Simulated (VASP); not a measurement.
# BN (Amm2) in VASP: a series of runs, part 2 of 2

VASP 6.6.1. Earlier steps stand in the parts before.

## Step 4: Single point, r2SCAN (atom 3 (N) moved +0.033 Å towards its neighbour atom 2 (B) at 1.446 Å)

Contents of POSCAR:

```
BN
1.0
    2.5039917043      0.0000000000      0.0000000000
   -1.2519958522      2.1685204268      0.0000000000
    0.0000000000      0.0000000000      6.6612000000
B N
2 2
Direct
    0.3333333333      0.6666666667      0.2500000000
    0.6666666667      0.3333333333      0.7500000000
    0.3179772410      0.6589886205      0.7500000000
    0.6666666667      0.3333333333      0.2500000000
```

Contents of INCAR.step1:

```
SYSTEM = BN
ALGO     = Normal         ! electronic algorithm
EDIFF    = 1E-4           ! SCF threshold, eV
ENCUT    = 520            ! plane-wave cutoff, eV
GGA      = PE             ! functional
ISMEAR   = 0              ! smearing method
LASPH    = .True.         ! aspherical terms in the spheres
LCHARG   = .False.        ! write CHGCAR
LREAL    = .False.        ! projectors in reciprocal space
LWAVE    = .True.         ! write WAVECAR
NBANDS   = 16             ! bands
NELM     = 80             ! most SCF steps
PREC     = Accurate       ! precision mode
SIGMA    = 0.05           ! smearing width, eV
```

Contents of INCAR.step2:

```
SYSTEM = BN
ALGO     = Normal         ! electronic algorithm
EDIFF    = 1E-7           ! SCF threshold, eV
ENCUT    = 520            ! plane-wave cutoff, eV
ISIF     = 2              ! what is computed and relaxed
ISMEAR   = 0              ! smearing method
ISTART   = 1            
LASPH    = .True.         ! aspherical terms in the spheres
LCHARG   = .False.        ! write CHGCAR
LMIXTAU  = .True.       
LREAL    = .False.        ! projectors in reciprocal space
LWAVE    = .False.        ! write WAVECAR
METAGGA  = R2SCAN         ! meta-GGA
NBANDS   = 16             ! bands
NELM     = 80             ! most SCF steps
PREC     = Accurate       ! precision mode
SIGMA    = 0.05           ! smearing width, eV
```

Contents of KPOINTS:

```
k-points
0
Gamma
  12 12 4
  0 0 0
```

Potentials or basis: VASP PAW PBE potentials, release 64 (B, N).

Launch:

```bash
$ cat potpaw_PBE.64/B/POTCAR potpaw_PBE.64/N/POTCAR > POTCAR
$ cp INCAR.step1 INCAR
$ mpirun -np 1 vasp_std > vasp.out
$ cp INCAR.step2 INCAR
$ mpirun -np 1 vasp_std > vasp.out
```

OUTCAR:

```text
SYSTEM = BN
   EDIFF = 1E-7
   ENCUT = 520
   ISIF = 2
   ISMEAR = 0
   ISTART = 1
   LASPH = .True.
   LREAL = .False.
   METAGGA = R2SCAN
   NELM = 80
   PREC = Accurate

 ion  position               nearest neighbor table
   1  0.333  0.667  0.250-   4 1.45   4 1.45   4 1.45
   2  0.667  0.333  0.750-   3 1.41   3 1.46   3 1.46
   3  0.318  0.659  0.750-   2 1.41   2 1.46   2 1.46
   4  0.667  0.333  0.250-   1 1.45   1 1.45   1 1.45

  LATTYP: Found a hexagonal cell.
 ALAT       =     2.5039917043
 C/A-ratio  =     2.6602324555

  Lattice vectors:

 A1 = (   2.5039917043,   0.0000000000,   0.0000000000)
 A2 = (  -1.2519958522,   2.1685204268,   0.0000000000)
 A3 = (   0.0000000000,   0.0000000000,   6.6612000000)

Analysis of symmetry for initial positions (statically):
=====================================================================
 Subroutine PRICEL returns:
 Original cell was already a primitive cell.

 Routine SETGRP: Setting up the symmetry group for a
 hexagonal supercell.

 Subroutine GETGRP returns: Found  4 space group operations
 (whereof  2 operations were pure point group operations)
 out of a pool of 24 trial point group operations.

The static configuration has the point symmetry C_1h.
 The point group associated with its full space group is C_2v.

Analysis of symmetry for dynamics (positions and initial velocities):
=====================================================================
 Subroutine PRICEL returns:
 Original cell was already a primitive cell.

 Routine SETGRP: Setting up the symmetry group for a
 hexagonal supercell.

 Subroutine GETGRP returns: Found  4 space group operations
 (whereof  2 operations were pure point group operations)
 out of a pool of 24 trial point group operations.

The dynamic configuration has the point symmetry C_1h.
 The point group associated with its full space group is C_2v.

 Subroutine INISYM returns: Found  4 space group operations
 (whereof  2 operations are pure point group operations),
 and found     1 'primitive' translations

----------------------------------------------------------------------------------------

                                     Primitive cell

  volume of cell :      36.1700

  direct lattice vectors                    reciprocal lattice vectors
     2.503991704  0.000000000  0.000000000     0.399362345  0.230571958  0.000000000
    -1.251995852  2.168520427  0.000000000     0.000000000  0.461143915  0.000000000
     0.000000000  0.000000000  6.661200000     0.000000000  0.000000000  0.150123101

  length of vectors
     2.503991704  2.503991704  6.661200000     0.461143915  0.461143915  0.150123101

  position of ions in fractional coordinates (direct lattice)
     0.333333333  0.666666667  0.250000000
     0.666666667  0.333333333  0.750000000
     0.317977241  0.658988620  0.750000000
     0.666666667  0.333333333  0.250000000

  ion indices of the primitive-cell ions
   primitive index   ion index
                 1           1
                 2           2
                 3           3
                 4           4

----------------------------------------------------------------------------------------

 KPOINTS: k-points

Automatic generation of k-mesh.
 Grid dimensions read from file:
 generate k-points for:   12   12    4

 Generating k-lattice:

  Cartesian coordinates                     Fractional coordinates (reciprocal lattice)
     0.033280195  0.019214330  0.000000000     0.083333333 -0.000000000  0.000000000
     0.000000000  0.038428660  0.000000000     0.000000000  0.083333333  0.000000000
     0.000000000  0.000000000  0.037530775     0.000000000  0.000000000  0.250000000

  Length of vectors
     0.038428660  0.038428660  0.037530775

  Shift w.r.t. Gamma in fractional coordinates (k-lattice)
     0.000000000  0.000000000  0.000000000

 Subroutine IBZKPT returns following result:
 ===========================================

 Found    129 irreducible k-points:

 Following reciprocal coordinates:
            Coordinates               Weight
  0.000000  0.000000  0.000000      1.000000
  0.083333  0.000000  0.000000      2.000000
  0.000000  0.083333  0.000000      4.000000
  0.166667  0.000000  0.000000      2.000000
  0.000000  0.166667  0.000000      4.000000
  0.250000  0.000000  0.000000      2.000000
[... 16 lines left out ...]
 -0.083333  0.416667  0.000000      4.000000
 -0.416667  0.333333  0.000000      4.000000
 [... further k-points ...]
   k-points           NKPTS =    129   k-points in BZ     NKDIM =    129   number of bands    NBANDS=     16
   number of dos      NEDOS =    301   number of ions     NIONS =      4
   total plane-waves  NPLWV =  20000
   dimension x,y,z NGX =    20 NGY =   20 NGZ =   50
   dimension x,y,z NGXF=    40 NGYF=   40 NGZF=  100
   ions per type =               2   2
   NGX,Y,Z   is equivalent  to a cutoff of  13.28, 13.28, 12.48 a.u.
   NGXF,Y,Z  is equivalent  to a cutoff of  26.56, 26.56, 24.96 a.u.
 SYSTEM =  BN
   PREC   = accura    normal or accurate (medium, high low for compatibility)
   ISTART =      1    job   : 0-new  1-cont  2-samecut
   ICHARG =      0    charge: 1-file 2-atom 10-const
   ISPIN  =      1    spin polarized calculation?
   LNONCOLLINEAR =      F non collinear calculations
   LSORBIT =      F    spin-orbit coupling
   LASPH  =      T    aspherical Exc in radial PAW
   ENCUT  =  520.0 eV  38.22 Ry    6.18 a.u.   4.66  4.66 12.39*2*pi/ulx,y,z
   NELM   =     80;   NELMIN=  2; NELMDL=  0     # of ELM steps
   EDIFF  = 0.1E-06   stopping-criterion for ELM
   LREAL  =      F    real-space projection
   EDIFFG = 0.1E-05   stopping-criterion for IOM
   NSW    =      0    number of steps for IOM
   IBRION =     -1    ionic relax: 0-MD 1-quasi-New 2-CG
   NFREE  =      0    steps in history (QN), initial steepest desc. (CG)
   ISIF   =      2    stress and relaxation
   ISYM   =      2    0-nonsym 1-usesym 2-fastsym
   POTIM  = 0.5000    time-step for ionic-motion
   TEBEG  =    0.0;   TEEND  =   0.0 temperature during run
   PSTRESS=    0.0 pullay stress
   NELECT =      16.0000    total number of electrons
   NUPDOWN=      -1.0000    fix difference up-down
   EMIN   =  10.00;   EMAX   =-10.00  energy-range for DOS
   EFERMI =   0.00;   METHOD = LEGACY
   ISMEAR =     0;   SIGMA  =   0.05  broadening in eV -4-tet -1-fermi 0-gaus
   EFERMI_NEDOS =   21; number of points for ismear=-14 and -15
   IALGO  =     38    algorithm
   IMIX   =      4    mixing-type and parameters
     AMIX     =   0.40;   BMIX     =  1.00
     AMIX_MAG =   1.60;   BMIX_MAG =  1.00
  volume/ion in A,a.u.               =       9.04        61.02
  Fermi-wavevector in a.u.,A,eV,Ry     =   1.247379  2.357205 21.170055  1.555955
  Thomas-Fermi vector in A             =   2.381514
   LORBIT       =      0    0 simple, 1 ext, 2 COOP (PROOUT), +10 PAW based schemes
   METAGGA = R2SCAN    functional components
   LHFCALC =     F    Hartree Fock is set to
   AEXX    =    0.0000 exact exchange contribution
   IVDW    =     0    specifies the selected vdW correction
   LEPSILON=     F    determine dielectric tensor
   LRPA    =     F    only Hartree local field effects (RPA)
 non-spin polarized calculation
 Gauss-broadening in eV      SIGMA  =   0.05
  energy-cutoff  :      520.00
  volume of cell :       36.17
 maximum number of plane-waves:       992
   NGX =  9   NGY =  9   NGZ = 25

 number of electron      15.9999998 magnetization

 Free energy of the ion-electron system (eV)
  ---------------------------------------------------
  ext. energy  EPLUGINS =         0.00000000
  ---------------------------------------------------
  free energy    TOTEN  =       -38.56950458 eV

  energy without entropy =      -38.56950458  energy(sigma->0) =      -38.56950458

 E-fermi :   2.2473     XC(G=0): -10.7169

 val. band max:        1.9855695261   @ k =   0.3333   0.3333   0.5000
 cond. band min:       6.8167628589   @ k =   0.5000   0.0000   0.0000
 fundamental gap:      4.8311933328
 Fermi energy:         2.2472854100

 k-point     1 :       0.0000    0.0000    0.0000
  band No.  band energies     occupation
      1     -16.8026      2.00000
      2     -16.5186      2.00000
      3      -4.3737      2.00000
      4      -2.2180      2.00000
      5       0.2511      2.00000
      6       0.6516      2.00000
[... 8 lines left out ...]
     15      15.1506      0.00000
     16      16.2995      0.00000
[... 420 lines left out ...]
  band No.  band energies     occupation
      1     -14.2286      2.00000
      2     -14.0561      2.00000
      3      -5.9473      2.00000
      4      -5.8497      2.00000
      5      -2.4271      2.00000
      6      -2.3232      2.00000
[... 8 lines left out ...]
     15      18.2099      0.00000
     16      21.6632      0.00000

 [... further k-points ...]
[... 5 lines left out ...]
  --------------------------------------------------------------------------------------
  -------------------------------------------------------------------------------------
  Total        0.1437183     -0.2755516      0.1279229      0.3630984      0.0000000      0.0000000
  in kB        6.3661038    -12.2057556      5.6664380     16.0837020      0.0000000      0.0000000
  external PRESSURE =      -0.0577379 kB  Pullay stress =       0.0000000 kB

 VOLUME and BASIS-vectors are now :
 -----------------------------------------------------------------------------
  energy-cutoff  :      520.00
  volume of cell :       36.17
      direct lattice vectors                 reciprocal lattice vectors
     2.503991704  0.000000000  0.000000000     0.399362345  0.230571958  0.000000000
    -1.251995852  2.168520427  0.000000000     0.000000000  0.461143915  0.000000000
     0.000000000  0.000000000  6.661200000     0.000000000  0.000000000  0.150123101

 POSITION                                       TOTAL-FORCE (eV/Angst)
 -----------------------------------------------------------------------------------
     -0.00000      1.44568      1.66530        -0.000422     -0.000243      0.000000
      1.25200      0.72284      4.99590        -1.255746     -0.725005      0.000000
     -0.02884      1.42903      4.99590         1.258712      0.726718      0.000000
      1.25200      0.72284      1.66530        -0.002545     -0.001469      0.000000
 -----------------------------------------------------------------------------------
    total drift:                                0.000095      0.000057      0.000000

  FREE ENERGIE OF THE ION-ELECTRON SYSTEM (eV)
  ---------------------------------------------------
  free  energy   TOTEN  =       -38.5695045802 eV

  energy  without entropy=      -38.5695045802  energy(sigma->0) =      -38.56950458
```

Wall time 2.8 min (1 thread of Intel Xeon Platinum 8488C (Sapphire Rapids), shared host); peak memory 0.19 GiB.

Results:

* Free energy: -38.5695 eV
* Pressure: 0.0 GPa
* Largest force: 1.453 eV/Å
* Band gap on the k mesh: 4.83 eV, indirect (least direct gap 5.25 eV)

Forces in eV/Å, atoms in the order of the input:
```
B    0.000  0.000  0.000
B   -1.256 -0.725  0.000
N    1.259  0.727  0.000
N   -0.003 -0.001  0.000
```

Stress tensor (GPa, compression positive):
```
 0.64  1.61  0.00
 1.61 -1.22  0.00
 0.00  0.00  0.57
```

Caveat: the cell differs from its parent crystal (atom 3 (N) moved +0.033 Å towards its neighbour atom 2 (B) at 1.446 Å); the PAW data sets were made with another functional, which shifts forces and pressure a little. A k mesh can miss the band edges.

## Step 5: Single point, r2SCAN (atom 3 (N) moved +0.083 Å towards its neighbour atom 2 (B) at 1.446 Å)

POSCAR, as its differences from that of step 4:

```diff
@@ -10,3 +10,3 @@
     0.6666666667      0.3333333333      0.7500000000
-    0.3179772410      0.6589886205      0.7500000000
+    0.2949200452      0.6474600226      0.7500000000
     0.6666666667      0.3333333333      0.2500000000
```

Contents of INCAR.step1:

```
PREC = Accurate
ENCUT = 520
ISMEAR = 0
SIGMA = 0.05
LREAL = False
LASPH = True
NELM = 60
NBANDS = 16
GGA = PE
ALGO = Normal
EDIFF = 1E-4
LWAVE = True
LCHARG = False
```

Contents of INCAR.step2:

```
PREC = Accurate
ENCUT = 520
EDIFF = 1E-7
ISMEAR = 0
SIGMA = 0.05
LREAL = False
LASPH = True
NELM = 60
ALGO = Normal
ISIF = 2
LWAVE = False
LCHARG = False
METAGGA = R2SCAN
LMIXTAU = True
NBANDS = 16
ISTART = 1
```

Contents of KPOINTS:

```
Automatic mesh
0
Gamma
  12 12 4
```

Launch:

```bash
$ cat potpaw_PBE.64/B/POTCAR potpaw_PBE.64/N/POTCAR > POTCAR
$ cp INCAR.step1 INCAR
$ mpirun -np 1 vasp_std > vasp.out
$ cp INCAR.step2 INCAR
$ mpirun -np 1 vasp_std > vasp.out
```

It took 2.9 min on 1 thread of Intel Xeon Platinum 8488C (Sapphire Rapids), shared host; peak memory 0.19 GiB.

The run converged. Its results:

* Free energy: -38.4364 eV
* Pressure: 1.2 GPa
* Largest force: 3.934 eV/Å
* Band gap on the k mesh: 4.73 eV, indirect (least direct gap 5.14 eV)

Forces on the atoms (eV/Å):
```
B   -0.001  0.000  0.000
B   -3.398 -1.962  0.000
N    3.407  1.967  0.000
N   -0.008 -0.005  0.000
```

Stress tensor (GPa, compression positive):
```
 4.12  4.47  0.00
 4.47 -1.05  0.00
 0.00  0.00  0.57
```

Levels at points of the mesh, in eV from the valence-band top:
```
           k point  band 6  band 7  band 8  band 9  band 10  band 11
(0.00, 0.00, 0.00)   -1.34   -1.34   -0.34    5.61    11.04    11.13
(0.50, 0.00, 0.00)   -3.75   -1.26   -0.39    4.74     5.92    10.29
(0.00, 0.50, 0.00)   -4.25   -1.55   -0.48    4.93     6.60    10.04
(0.00, 0.00, 0.50)   -1.34   -1.34   -0.34    8.09     8.09    11.13
(0.50, 0.00, 0.50)   -3.75   -0.92   -0.64    4.78     5.34    10.64
(0.00, 0.50, 0.50)   -4.26   -1.09   -0.92    5.35     5.69    10.35
```

Caveat: the cell differs from its parent crystal (atom 3 (N) moved +0.083 Å towards its neighbour atom 2 (B) at 1.446 Å); the PAW data sets were made with another functional, which shifts forces and pressure a little. A k mesh can miss the band edges.
